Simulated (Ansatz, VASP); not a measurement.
# Two plane-wave programs on In

Contents of POSCAR:

```
In
1.0
   -1.8825252400      1.8825252400      1.8825252400
    1.8825252400     -1.8825252400      1.8825252400
    1.8825252400      1.8825252400     -1.8825252400
In
1
Direct
    0.0000000000      0.0000000000      0.0000000000
```

File INCAR.step1:

```
PREC     = Accurate       # precision mode
ENCUT    = 520            # plane-wave cutoff, eV
EDIFF    = 1E-5           # SCF threshold, eV
ISMEAR   = -1             # smearing method
SIGMA    = 0.05           # smearing width, eV
LREAL    = F              # projectors in reciprocal space
LASPH    = T              # aspherical terms in the spheres
NELM     = 80             # most SCF steps
ALGO     = Normal         # electronic algorithm
ISIF     = 2              # what is computed and relaxed
LWAVE    = T              # write WAVECAR
NBANDS   = 12             # bands
GGA      = PE             # functional
```

Contents of INCAR.step2:

```
PREC     = Accurate       # precision mode
ENCUT    = 520            # plane-wave cutoff, eV
EDIFF    = 1E-6           # SCF threshold, eV
ISMEAR   = -1             # smearing method
SIGMA    = 0.05           # smearing width, eV
LREAL    = F              # projectors in reciprocal space
LASPH    = T              # aspherical terms in the spheres
NELM     = 80             # most SCF steps
ALGO     = Normal         # electronic algorithm
ISIF     = 2              # what is computed and relaxed
LWAVE    = F              # write WAVECAR
LCHARG   = T              # write CHGCAR
GGA      = PE             # functional
LHFCALC  = T              # exact exchange
AEXX     = 0.25           # exact-exchange fraction
PRECFOCK = Normal       
LELF     = T              # ELF
LVHAR    = T            
NBANDS   = 12             # bands
ISTART   = 1
```

The input KPOINTS:

```
regular mesh
0
Gamma
  6 6 6
```

File input.yaml:

```yaml
crystal:
  lattice:
    - [-1.88252524, 1.88252524, 1.88252524]
    - [1.88252524, -1.88252524, 1.88252524]
    - [1.88252524, 1.88252524, -1.88252524]
  atoms:
    - { symbol: In, position: [0.0, 0.0, 0.0] }
hamiltonian:
  xc: pbe0
  pseudopotentials: { kind: paw }
kpoints:
  mp_grid: { grid: [6, 6, 6] }
scf:
  occupations: { method: fermi_dirac, width: 0.05 }
output:
  forces: true
  stress: true
  eigenvalues: true
```

Alike in both runs: task single point; functional PBE0; k mesh 6 × 6 × 6; occupations fermi-dirac, width 0.05 eV; no spin polarisation.

```csv
,VASP,Ansatz
version,VASP 6.6.1,Ansatz 0.2.0
potentials or method,"VASP PAW PBE potentials, release 64 (In_d)",Ansatz PAW
plane-wave cutoff (eV),520,420
valence electrons in the cell,13,13
```

```tsv
	VASP	Ansatz	Ansatz less VASP
gap on the k mesh at the Fermi level (eV)	none	none	-
pressure (GPa)	-0.8	-0.6	+0.22
```

A gap of «none» marks a metal or a gap that the smearing closes.

The k mesh is coarse, so the values compare programs but aren't converged.
